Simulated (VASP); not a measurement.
# WC: single point with r2SCAN

Crystal: WC.

```
W C
1.0
    -2.99568   -5.18867    0.00000
     4.49352   -2.59433    0.00000
     0.00000    0.00000    5.84477
W C
8 8
Direct
  0.71486 0.51358 0.00055
  0.74125 0.45404 0.50315
  0.53193 0.96114 0.02125
  0.44843 0.99062 0.52112
  0.23670 0.48638 0.96260
  0.20524 0.49534 0.51946
  0.98759 0.00960 0.02484
  0.99623 0.96573 0.51872
  0.48709 0.68115 0.27034
  0.52738 0.69428 0.72497
  0.20174 0.16129 0.28006
  0.24283 0.09699 0.79372
  0.97772 0.67921 0.27045
  0.96627 0.63299 0.74326
  0.71291 0.19563 0.20817
  0.74198 0.15492 0.75673
```

```yaml
Program: VASP 6.6.1
Task: single point
Functional: r2SCAN
Potentials_or_basis: VASP PAW PBE potentials, release 64 (W_sv, C)
Cutoff: 520 eV
k_mesh: 2 × 2 × 2
Occupations: fermi-dirac, width 0.24 eV
Spin: no spin polarisation
```

```json
{"Pressure": "-8.5 GPa", "Largest force": "7.650 eV/Å", "Band gap on the k mesh": "zero (bands 72 and 73 overlap by 0.31 eV)"}
```

Forces in eV/Å, atoms in the order of the input:
```
W   -3.154 -1.180 -0.310
W    3.911 -0.207 -0.286
W    6.396  3.564 -2.219
W   -0.670 -3.630 -1.918
W    0.272  0.598  4.659
W   -2.918 -2.141 -3.332
W   -1.799  0.736 -0.977
W    2.854  0.608  0.243
C   -1.219  1.205 -0.338
C   -2.484  3.265  1.685
C   -0.018 -1.501 -0.298
C    1.884 -0.674 -0.537
C   -1.040  0.795 -1.100
C    0.028 -0.982  1.530
C   -1.492 -0.594  3.749
C   -0.551  0.137 -0.552
```

Stress tensor (GPa, compression positive):
```
 -5.31   0.49  -0.75
  0.49  -6.83   1.16
 -0.75   1.16 -13.21
```

Levels at points of the mesh, in eV from the Fermi level:
| k point | band 70 | band 71 | band 72 | band 73 | band 74 | band 75 |
| --- | --- | --- | --- | --- | --- | --- |
| (0.00, 0.00, 0.00) | -0.83 | -0.33 | -0.17 | 0.30 | 0.48 | 0.98 |
| (0.50, 0.00, 0.00) | -0.92 | -0.49 | 0.13 | 0.38 | 0.53 | 0.68 |
| (0.00, 0.50, 0.00) | -0.76 | -0.37 | -0.06 | 0.84 | 1.22 | 1.48 |
| (0.50, 0.50, 0.00) | -1.26 | -0.98 | -0.76 | 0.88 | 1.08 | 1.35 |
| (0.00, 0.00, 0.50) | -0.94 | -0.38 | -0.10 | 0.04 | 0.52 | 0.91 |
| (0.50, 0.00, 0.50) | -0.96 | -0.70 | -0.48 | -0.18 | 0.08 | 0.32 |
| (0.00, 0.50, 0.50) | -1.17 | -0.75 | -0.64 | 0.39 | 0.74 | 0.87 |
| (0.50, 0.50, 0.50) | -1.09 | -1.05 | -0.31 | 0.33 | 0.50 | 0.86 |

Run time: 17 min on 1 thread of Intel Xeon 8259CL (shared host), peak memory 0.34 GiB.

Caveat: the k points lie up to 0.61 Å⁻¹ apart; the PAW data sets were made with another functional, which shifts forces and pressure a little; spin-orbit coupling is left out, which moves the levels of the heavy elements.
